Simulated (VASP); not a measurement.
# WS2 in VASP: a series of runs

WS2 is run at these levels: PBE; tasks: single point.

Program: VASP 6.6.1. These are calculated values, not measurements. Logs are shortened: lines on timing, memory, paths and dates and some standing lists are left out, and cuts for length are marked.

## Step 1: The cell of the first run

The cell holds a slab with vacuum, 3 atoms: a = 3.267 Å, b = 3.267 Å, c = 16.379 Å, α = 90.00°, β = 90.00°, γ = 120.00°.

## Step 2: Single point, PBE (strained and its atoms moved)

INCAR

```
  PREC = Accurate
  ENCUT = 520
  EDIFF = 1E-6
  ISMEAR = 0
  SIGMA = 0.02
  LREAL = False
  LASPH = True
  NELM = 80
  ALGO = Normal
  ISIF = 2
  LWAVE = False
  LCHARG = False
  GGA = PE
  NBANDS = 20
```

KPOINTS

```
Automatic mesh
0
Gamma
  12 12 2
```

POSCAR

```
WS2
1.0
    3.2672110002      0.0000000000      0.0000000000
   -1.6336055001      2.8294877256      0.0000000000
    0.0000000000      0.0000000000     16.3791739093
W S
1 2
Direct
    0.3333333300      0.6666666700      0.0000000000
    0.6666666700      0.3333333300      0.9101671061
    0.6666666700      0.3333333300      0.0898328939
```

Potentials or basis: VASP PAW PBE potentials, release 64 (W_sv, S).

The run is started by

```sh
cat potpaw_PBE.64/W_sv/POTCAR potpaw_PBE.64/S/POTCAR > POTCAR
mpirun -np 1 vasp_std > vasp.out
```

OUTCAR:

```text
PREC = Accurate
   ENCUT = 520
   EDIFF = 1E-6
   ISMEAR = 0
   LREAL = False
   LASPH = True
   NELM = 80
   ISIF = 2
   GGA = PE

 ion  position               nearest neighbor table
   1  0.333  0.667  0.000-   2 2.39   3 2.39   2 2.39   3 2.39   2 2.39   3 2.39
   2  0.667  0.333  0.910-   1 2.39   1 2.39   1 2.39
   3  0.667  0.333  0.090-   1 2.39   1 2.39   1 2.39

  LATTYP: Found a hexagonal cell.
 ALAT       =     3.2672110002
 C/A-ratio  =     5.0131974667

  Lattice vectors:

 A1 = (   3.2672110002,   0.0000000000,   0.0000000000)
 A2 = (  -1.6336055001,   2.8294877256,   0.0000000000)
 A3 = (   0.0000000000,   0.0000000000,  16.3791739093)

Analysis of symmetry for initial positions (statically):
=====================================================================
 Subroutine PRICEL returns:
 Original cell was already a primitive cell.

 Routine SETGRP: Setting up the symmetry group for a
 hexagonal supercell.

 Subroutine GETGRP returns: Found 12 space group operations
 (whereof 12 operations were pure point group operations)
 out of a pool of 24 trial point group operations.

The static configuration has the point symmetry D_3h.

Analysis of symmetry for dynamics (positions and initial velocities):
=====================================================================
 Subroutine PRICEL returns:
 Original cell was already a primitive cell.

 Routine SETGRP: Setting up the symmetry group for a
 hexagonal supercell.

 Subroutine GETGRP returns: Found 12 space group operations
 (whereof 12 operations were pure point group operations)
 out of a pool of 24 trial point group operations.

The dynamic configuration has the point symmetry D_3h.

 Subroutine INISYM returns: Found 12 space group operations
 (whereof 12 operations are pure point group operations),
 and found     1 'primitive' translations

----------------------------------------------------------------------------------------

                                     Primitive cell

  volume of cell :     151.4178

  direct lattice vectors                    reciprocal lattice vectors
     3.267211000  0.000000000  0.000000000     0.306071447  0.176710433  0.000000000
    -1.633605500  2.829487726  0.000000000     0.000000000  0.353420865  0.000000000
     0.000000000  0.000000000 16.379173909     0.000000000  0.000000000  0.061053140

  length of vectors
     3.267211000  3.267211000 16.379173909     0.353420865  0.353420865  0.061053140

  position of ions in fractional coordinates (direct lattice)
     0.333333330  0.666666670  0.000000000
     0.666666670  0.333333330  0.910167106
     0.666666670  0.333333330  0.089832894

  ion indices of the primitive-cell ions
   primitive index   ion index
                 1           1
                 2           2
                 3           3

----------------------------------------------------------------------------------------

 KPOINTS: Automatic mesh

Automatic generation of k-mesh.
 Grid dimensions read from file:
 generate k-points for:   12   12    2

 Generating k-lattice:

  Cartesian coordinates                     Fractional coordinates (reciprocal lattice)
     0.025505954  0.014725869  0.000000000     0.083333333  0.000000000  0.000000000
     0.000000000  0.029451739  0.000000000     0.000000000  0.083333333  0.000000000
     0.000000000  0.000000000  0.030526570     0.000000000  0.000000000  0.500000000

  Length of vectors
     0.029451739  0.029451739  0.030526570

  Shift w.r.t. Gamma in fractional coordinates (k-lattice)
     0.000000000  0.000000000  0.000000000

 Subroutine IBZKPT returns following result:
 ===========================================

 Found     38 irreducible k-points:

 Following reciprocal coordinates:
            Coordinates               Weight
  0.000000  0.000000  0.000000      1.000000
  0.083333  0.000000  0.000000      6.000000
  0.166667 -0.000000  0.000000      6.000000
  0.250000 -0.000000  0.000000      6.000000
  0.333333  0.000000  0.000000      6.000000
  0.416667  0.000000  0.000000      6.000000
[... 16 lines left out ...]
  0.250000 -0.000000  0.500000      6.000000
  0.333333  0.000000  0.500000      6.000000
 [... further k-points ...]
   k-points           NKPTS =     38   k-points in BZ     NKDIM =     38   number of bands    NBANDS=     20
   number of dos      NEDOS =    301   number of ions     NIONS =      3
   total plane-waves  NPLWV =  72576
   dimension x,y,z NGX =    24 NGY =   24 NGZ =  126
   dimension x,y,z NGXF=    48 NGYF=   48 NGZF=  252
   ions per type =               1   2
   NGX,Y,Z   is equivalent  to a cutoff of  12.21, 12.21, 12.79 a.u.
   NGXF,Y,Z  is equivalent  to a cutoff of  24.42, 24.42, 25.58 a.u.
 SYSTEM =  unknown system
   PREC   = accura    normal or accurate (medium, high low for compatibility)
   ISTART =      0    job   : 0-new  1-cont  2-samecut
   ICHARG =      2    charge: 1-file 2-atom 10-const
   ISPIN  =      1    spin polarized calculation?
   LNONCOLLINEAR =      F non collinear calculations
   LSORBIT =      F    spin-orbit coupling
   LASPH  =      T    aspherical Exc in radial PAW
   ENCUT  =  520.0 eV  38.22 Ry    6.18 a.u.   6.07  6.07 30.45*2*pi/ulx,y,z
   NELM   =     80;   NELMIN=  2; NELMDL= -5     # of ELM steps
   EDIFF  = 0.1E-05   stopping-criterion for ELM
   LREAL  =      F    real-space projection
   EDIFFG = 0.1E-04   stopping-criterion for IOM
   NSW    =      0    number of steps for IOM
   IBRION =     -1    ionic relax: 0-MD 1-quasi-New 2-CG
   NFREE  =      0    steps in history (QN), initial steepest desc. (CG)
   ISIF   =      2    stress and relaxation
   ISYM   =      2    0-nonsym 1-usesym 2-fastsym
   POTIM  = 0.5000    time-step for ionic-motion
   TEBEG  =    0.0;   TEEND  =   0.0 temperature during run
   PSTRESS=    0.0 pullay stress
   NELECT =      26.0000    total number of electrons
   NUPDOWN=      -1.0000    fix difference up-down
   EMIN   =  10.00;   EMAX   =-10.00  energy-range for DOS
   EFERMI =   0.00;   METHOD = LEGACY
   ISMEAR =     0;   SIGMA  =   0.02  broadening in eV -4-tet -1-fermi 0-gaus
   EFERMI_NEDOS =   21; number of points for ismear=-14 and -15
   IALGO  =     38    algorithm
   IMIX   =      4    mixing-type and parameters
     AMIX     =   0.40;   BMIX     =  1.00
     AMIX_MAG =   1.60;   BMIX_MAG =  1.00
  volume/ion in A,a.u.               =      50.47       340.61
  Fermi-wavevector in a.u.,A,eV,Ry     =   0.909928  1.719514 11.265198  0.827969
  Thomas-Fermi vector in A             =   2.034030
   LORBIT       =      0    0 simple, 1 ext, 2 COOP (PROOUT), +10 PAW based schemes
   GGA     = PE    functional components
   LHFCALC =     F    Hartree Fock is set to
   AEXX    =    0.0000 exact exchange contribution
   IVDW    =     0    specifies the selected vdW correction
   LEPSILON=     F    determine dielectric tensor
   LRPA    =     F    only Hartree local field effects (RPA)
 non-spin polarized calculation
 Gauss-broadening in eV      SIGMA  =   0.02
  energy-cutoff  :      520.00
  volume of cell :      151.42
 maximum number of plane-waves:      4128
   NGX = 13   NGY = 13   NGZ = 61

 number of electron      26.0000004 magnetization

 Free energy of the ion-electron system (eV)
  ---------------------------------------------------
  ext. energy  EPLUGINS =         0.00000000
  ---------------------------------------------------
  free energy    TOTEN  =       -23.50960023 eV

  energy without entropy =      -23.50960023  energy(sigma->0) =      -23.50960023

 E-fermi :  -0.6644     XC(G=0):  -4.5241

 val. band max:       -0.8817937048   @ k =   0.0000   0.0000   0.5000
 cond. band min:      -0.1742442084   @ k =   0.3333   0.3333   0.0000
 fundamental gap:      0.7075494964
 Fermi energy:        -0.6643647828

 k-point     1 :       0.0000    0.0000    0.0000
  band No.  band energies     occupation
      1     -75.4423      2.00000
      2     -39.6428      2.00000
      3     -39.6012      2.00000
      4     -39.6012      2.00000
      5     -16.2005      2.00000
      6     -14.2245      2.00000
[... 12 lines left out ...]
     19       4.0783      0.00000
     20       4.2818      0.00000

 k-point     2 :       0.0833    0.0000    0.0000
  band No.  band energies     occupation
      1     -75.4415      2.00000
      2     -39.6395      2.00000
      3     -39.6193      2.00000
      4     -39.6054      2.00000
      5     -16.0946      2.00000
      6     -14.1966      2.00000
[... 12 lines left out ...]
     19       4.2947      0.00000
     20       4.4097      0.00000

 k-point     3 :       0.1667   -0.0000    0.0000
  band No.  band energies     occupation
      1     -75.4393      2.00000
      2     -39.6685      2.00000
      3     -39.6306      2.00000
      4     -39.6169      2.00000
      5     -15.7948      2.00000
      6     -14.1177      2.00000
[... 12 lines left out ...]
     19       4.7758      0.00000
     20       5.1802      0.00000

 k-point     4 :       0.2500   -0.0000    0.0000
  band No.  band energies     occupation
      1     -75.4364      2.00000
      2     -39.7349      2.00000
      3     -39.6325      2.00000
      4     -39.6184      2.00000
      5     -15.3552      2.00000
      6     -14.0034      2.00000
[... 12 lines left out ...]
     19       5.3369      0.00000
     20       6.0498      0.00000

 k-point     5 :       0.3333    0.0000    0.0000
  band No.  band energies     occupation
      1     -75.4335      2.00000
      2     -39.8005      2.00000
      3     -39.6480      2.00000
      4     -39.6062      2.00000
      5     -14.8696      2.00000
      6     -13.8803      2.00000
[... 12 lines left out ...]
     19       5.9519      0.00000
     20       5.9682      0.00000

 k-point     6 :       0.4167    0.0000    0.0000
  band No.  band energies     occupation
      1     -75.4314      2.00000
      2     -39.8481      2.00000
      3     -39.6594      2.00000
      4     -39.5973      2.00000
      5     -14.4736      2.00000
      6     -13.7835      2.00000
[... 12 lines left out ...]
     19       6.3493      0.00000
     20       6.4535      0.00000

 k-point     7 :       0.5000   -0.0000    0.0000
  band No.  band energies     occupation
      1     -75.4305      2.00000
      2     -39.8654      2.00000
      3     -39.6635      2.00000
      4     -39.5940      2.00000
      5     -14.3173      2.00000
      6     -13.7465      2.00000
[... 12 lines left out ...]
     19       6.4687      0.00000
     20       6.8465      0.00000
[... 277 lines left out ...]
 k-point    20 :       0.0000    0.0000    0.5000
  band No.  band energies     occupation
      1     -75.4423      2.00000
      2     -39.6428      2.00000
      3     -39.6012      2.00000
      4     -39.6012      2.00000
      5     -16.2005      2.00000
      6     -14.2245      2.00000
[... 12 lines left out ...]
     19       4.0304      0.00000
     20       4.2988      0.00000

 k-point    21 :       0.0833    0.0000    0.5000
  band No.  band energies     occupation
      1     -75.4415      2.00000
      2     -39.6395      2.00000
      3     -39.6193      2.00000
      4     -39.6054      2.00000
      5     -16.0946      2.00000
      6     -14.1966      2.00000
[... 12 lines left out ...]
     19       4.1600      0.00000
     20       4.5110      0.00000

 k-point    22 :       0.1667   -0.0000    0.5000
  band No.  band energies     occupation
      1     -75.4393      2.00000
      2     -39.6685      2.00000
      3     -39.6306      2.00000
      4     -39.6169      2.00000
      5     -15.7948      2.00000
      6     -14.1177      2.00000
[... 12 lines left out ...]
     19       4.5374      0.00000
     20       5.3437      0.00000

 k-point    23 :       0.2500   -0.0000    0.5000
  band No.  band energies     occupation
      1     -75.4364      2.00000
      2     -39.7349      2.00000
      3     -39.6325      2.00000
      4     -39.6184      2.00000
      5     -15.3552      2.00000
      6     -14.0034      2.00000
[... 12 lines left out ...]
     19       5.1342      0.00000
     20       6.3210      0.00000

 k-point    24 :       0.3333    0.0000    0.5000
  band No.  band energies     occupation
      1     -75.4335      2.00000
      2     -39.8005      2.00000
      3     -39.6480      2.00000
      4     -39.6062      2.00000
      5     -14.8696      2.00000
      6     -13.8803      2.00000
[... 12 lines left out ...]
     19       5.8571      0.00000
     20       6.0360      0.00000

 [... further k-points ...]

------------------------ aborting loop because EDIFF is reached ----------------------------------------

  FORCE on cell =-STRESS in cart. coord.  units (eV):
  Direction    XX          YY          ZZ          XY          YZ          ZX
  --------------------------------------------------------------------------------------
  -------------------------------------------------------------------------------------
  Total       -0.6518543     -0.6518543      4.4745842      0.0000000     -0.0000000      0.0000000
  in kB       -6.8973794     -6.8973794     47.3463254      0.0000000     -0.0000000      0.0000000
  external PRESSURE =      11.1838555 kB  Pullay stress =       0.0000000 kB

 VOLUME and BASIS-vectors are now :
 -----------------------------------------------------------------------------
  energy-cutoff  :      520.00
  volume of cell :      151.42
      direct lattice vectors                 reciprocal lattice vectors
     3.267211000  0.000000000  0.000000000     0.306071447  0.176710433  0.000000000
    -1.633605500  2.829487726  0.000000000     0.000000000  0.353420865  0.000000000
     0.000000000  0.000000000 16.379173909     0.000000000  0.000000000  0.061053140

 POSITION                                       TOTAL-FORCE (eV/Angst)
 -----------------------------------------------------------------------------------
     -0.00000      1.88633      0.00000         0.000000     -0.000000      0.000000
      1.63361      0.94316     14.90779        -0.000000      0.000000     -1.529987
      1.63361      0.94316      1.47139        -0.000000      0.000000      1.529987
 -----------------------------------------------------------------------------------
    total drift:                                0.000002     -0.000001     -0.000000

  FREE ENERGIE OF THE ION-ELECTRON SYSTEM (eV)
  ---------------------------------------------------
  free  energy   TOTEN  =       -23.5096002333 eV

  energy  without entropy=      -23.5096002333  energy(sigma->0) =      -23.50960023
```

Run time: 1.7 min. Hardware: 1 thread of Intel Xeon Platinum 8259CL at 2.50GHz (Skylake/Cascade Lake), shared host; peak memory 0.3 GiB.

What came out:

```yaml
Free_energy: -23.5096 eV
Largest_force: 1.530 eV/Å
Band_gap_on_the_k_mesh: 0.71 eV, indirect (least direct gap 1.36 eV)
```

Forces in eV/Å, atoms in the order of the input:
```
W    0.000  0.000  0.000
S    0.000  0.000 -1.530
S    0.000  0.000  1.530
```

Levels at points of the mesh, in eV from the valence-band top:
| k point | band 11 | band 12 | band 13 | band 14 | band 15 | band 16 |
| --- | --- | --- | --- | --- | --- | --- |
| (0.00, 0.00, 0.00) | -2.60 | -2.09 | 0.00 | 2.23 | 2.23 | 2.67 |
| (0.50, 0.00, 0.00) | -2.23 | -2.19 | -1.35 | 1.92 | 2.35 | 3.66 |
| (0.00, 0.00, 0.50) | -2.60 | -2.09 | 0.00 | 2.23 | 2.23 | 2.67 |
| (0.50, 0.00, 0.50) | -2.23 | -2.19 | -1.35 | 1.92 | 2.35 | 3.66 |

Caveat: the cell differs from its parent crystal (strained and its atoms moved); spin-orbit coupling is left out, which moves the levels of the heavy elements.

## Step 3: Single point, PBE (strained and its atoms moved)

INCAR

```
  PREC = Accurate
  ENCUT = 520
  EDIFF = 1E-7
  ISMEAR = 0
  SIGMA = 0.02
  LREAL = F
  LASPH = T
  NELM = 60
  ALGO = Normal
  ISIF = 2
  LWAVE = F
  LCHARG = F
  GGA = PE
  NBANDS = 20
```

KPOINTS is that of step 2.

POSCAR

```
WS2
1.0
    3.0668723159      0.0000000000      0.0000000000
   -1.5334361580      2.7470256750      0.0000000000
    0.0000000000      0.0000000000     16.4317207008
W S
1 2
Direct
    0.3211576203      0.6423152506      0.0000000000
    0.6727545248      0.3455090397      0.9106506370
    0.6727545248      0.3455090397      0.0893493630
```

Potentials or basis: VASP PAW PBE potentials, release 64 (W_sv, S).

The run is started by

```sh
cat potpaw_PBE.64/W_sv/POTCAR potpaw_PBE.64/S/POTCAR > POTCAR
mpirun -np 1 vasp_std > vasp.out
```

It took 10 min on 1 thread of AMD EPYC 9R45, shared host; peak memory 0.36 GiB.

It converged, with:

```yaml
Free_energy: -23.0581 eV
Largest_force: 3.629 eV/Å
Band_gap_on_the_k_mesh: 1.51 eV, indirect (least direct gap 1.74 eV)
```

Forces in eV/Å, atoms in the order of the input:
```
W    0.000  3.203  0.000
S    0.000 -1.601 -3.257
S    0.000 -1.601  3.257
```

Levels at points of the mesh, in eV from the valence-band top:
```csv
k point,band 9,band 10,band 11,band 12,band 13,band 14,band 15,band 16,band 17,band 18
"(0.00, 0.00, 0.00)",-3.30,-2.64,-2.25,-1.58,0.00,2.08,3.27,3.41,3.72,5.02
"(0.50, 0.00, 0.00)",-4.94,-4.11,-2.19,-1.88,-1.00,2.75,3.48,3.93,5.26,5.60
"(0.00, 0.50, 0.00)",-5.23,-4.13,-2.02,-1.49,-0.97,2.94,3.40,3.98,5.00,5.52
"(0.00, 0.00, 0.50)",-3.30,-2.64,-2.25,-1.58,0.00,2.08,3.27,3.41,3.72,5.11
"(0.50, 0.00, 0.50)",-4.94,-4.11,-2.19,-1.88,-1.00,2.75,3.48,3.93,5.26,5.60
"(0.00, 0.50, 0.50)",-5.23,-4.13,-2.02,-1.49,-0.97,2.94,3.40,3.98,5.00,5.52
```

Caveat: the cell differs from its parent crystal (strained and its atoms moved); spin-orbit coupling is left out, which moves the levels of the heavy elements.

## Step 4: Single point, PBE

This run uses another cell than the first one, of 49.75 Å³/atom, 0.986 times its volume.

INCAR

```
PREC = Accurate
ENCUT = 520
EDIFF = 1E-6
ISMEAR = 0
SIGMA = 0.02
LREAL = False
LASPH = True
NELM = 80
ALGO = Normal
ISIF = 2
LWAVE = False
LCHARG = True
GGA = PE
LELF = True
LVHAR = True
NBANDS = 20
```

KPOINTS is that of step 3.

POSCAR

```
WS2
1.0
    3.1885197258      0.0000000000      0.0000000000
   -1.5942598629      2.7613390830      0.0000000000
    0.0000000000      0.0000000000     16.9506689665
W S
1 2
Direct
    0.3333333333      0.6666666667      0.0000000000
    0.6666666667      0.3333333333      0.9073236530
    0.6666666667      0.3333333333      0.0926763470
```

The run is started by

```sh
cat potpaw_PBE.64/W_sv/POTCAR potpaw_PBE.64/S/POTCAR > POTCAR
mpirun -np 1 vasp_std > vasp.out
```

Run time: 1.9 min. Hardware: 1 thread of Intel Xeon Platinum 8259CL at 2.50GHz (Skylake/Cascade Lake), shared host; peak memory 0.3 GiB.

Results (log left out):

| Item | Value |
| --- | --- |
| Free energy | -23.6748 eV |
| Band gap on the k mesh | 1.81 eV, direct |

Levels at points of the mesh, in eV from the valence-band top:
```csv
k point,band 11,band 12,band 13,band 14,band 15,band 16
"(0.00, 0.00, 0.00)",-1.62,-1.62,-0.04,2.87,2.87,3.02
"(0.50, 0.00, 0.00)",-2.14,-1.28,-0.92,2.83,3.28,4.04
"(0.00, 0.00, 0.50)",-1.62,-1.62,-0.04,2.87,2.87,3.02
"(0.50, 0.00, 0.50)",-2.14,-1.28,-0.92,2.83,3.28,4.04
```

Caveat: spin-orbit coupling is left out, which moves the levels of the heavy elements.

## Step 5: Overview

```csv
cell,gap on the mesh (eV),largest force (eV/Å)
"a = 3.267, b = 3.267, c = 16.379 Å, angles 90.0, 90.0, 120.0°, 3 atoms",0.71,1.53
"a = 3.067, b = 3.146, c = 16.432 Å, angles 90.0, 90.0, 119.2°, 3 atoms",1.51,3.63
"a = 3.189, b = 3.189, c = 16.951 Å, angles 90.0, 90.0, 120.0°, 3 atoms",1.81,-
```

Alike in all rows: task single point; level PBE; potentials or basis VASP PAW PBE potentials, release 64 (W_sv, S); no spin polarisation; k mesh 12 × 12 × 2; cutoff (eV) 520; smearing gaussian 0.02 eV.

Caveats: spin-orbit coupling is left out, which moves the levels of the heavy elements.

Total energies depend on the potentials used, so only differences within one code and one set of settings carry meaning.
